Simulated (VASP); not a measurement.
Set up this calculation in VASP 6.6.1, as the native input.

```yaml
Task: single point
Functional: r2SCAN
Potentials_or_basis: VASP PAW PBE potentials, release 64 (Mn_pv)
Cutoff: 520 eV
k_mesh: 12 × 12 × 12
Occupations: fermi-dirac, width 0.05 eV
Spin: collinear spin, antiferromagnetic start
Starting_moments: "[3.708, -3.708] μB"
Dipole_correction: no
Further_INCAR_settings: ALGO = Normal; EDIFF = 1e-07; NBANDS = 24
```

Crystal: Mn.

```
Mn
1.0
     0.00000    2.48435    2.48435
     2.48435    0.00000    2.48435
     2.48435    2.48435    0.00000
Mn
2
Cartesian
  0.0000 2.4844 2.4844
  2.4844 2.4844 2.4844
```

This cell differs from its parent crystal: volume scaled by 0.92.

One way to write it, as run:

POSCAR

```
Mn
1.0
    0.0000000000      2.4843527540      2.4843527540
    2.4843527540      0.0000000000      2.4843527540
    2.4843527540      2.4843527540      0.0000000000
Mn
2
Direct
    1.0000000000      0.0000000000      0.0000000000
    0.5000000000      0.5000000000      0.5000000000
```

INCAR.step1

```
  PREC = Accurate
  ENCUT = 520
  ISMEAR = -1
  SIGMA = 0.05
  LREAL = False
  LASPH = True
  NELM = 150
  ISPIN = 2
  MAGMOM = 3.708 -3.708
  LMAXMIX = 4
  NBANDS = 24
  GGA = PE
  ALGO = Normal
  EDIFF = 1E-4
  LWAVE = True
  LCHARG = False
```

INCAR.step2

```
  PREC = Accurate
  ENCUT = 520
  EDIFF = 1E-7
  ISMEAR = -1
  SIGMA = 0.05
  LREAL = False
  LASPH = True
  NELM = 150
  ALGO = Normal
  ISIF = 2
  LWAVE = False
  LCHARG = False
  ISPIN = 2
  MAGMOM = 3.708 -3.708
  LORBIT = 11
  LMAXMIX = 4
  METAGGA = R2SCAN
  LMIXTAU = True
  NBANDS = 24
  ISTART = 1
```

KPOINTS

```
regular mesh
0
Gamma
  12 12 12
```

Potentials or basis: VASP PAW PBE potentials, release 64 (Mn_pv).

Command:

```sh
$ cat potpaw_PBE.64/Mn_pv/POTCAR > POTCAR
$ cp INCAR.step1 INCAR
$ mpirun -np 1 vasp_std > vasp.out
$ cp INCAR.step2 INCAR
$ mpirun -np 1 vasp_std > vasp.out
```

Results of the run:

- Pressure: 2.5 GPa
- Band gap on the k mesh: zero (filled and empty bands overlap)
- Net moment: 0.00 μB per cell
- Site moments: Mn +3.51, -3.51 μB
- Valence electrons inside the program's atomic spheres: Mn 11.66

Caveat: the PAW data sets were made with another functional, which shifts forces and pressure a little.

Wall time 14 min on 1 thread of Intel Xeon 8259CL, with other jobs on the host, peak memory 0.23 GiB.
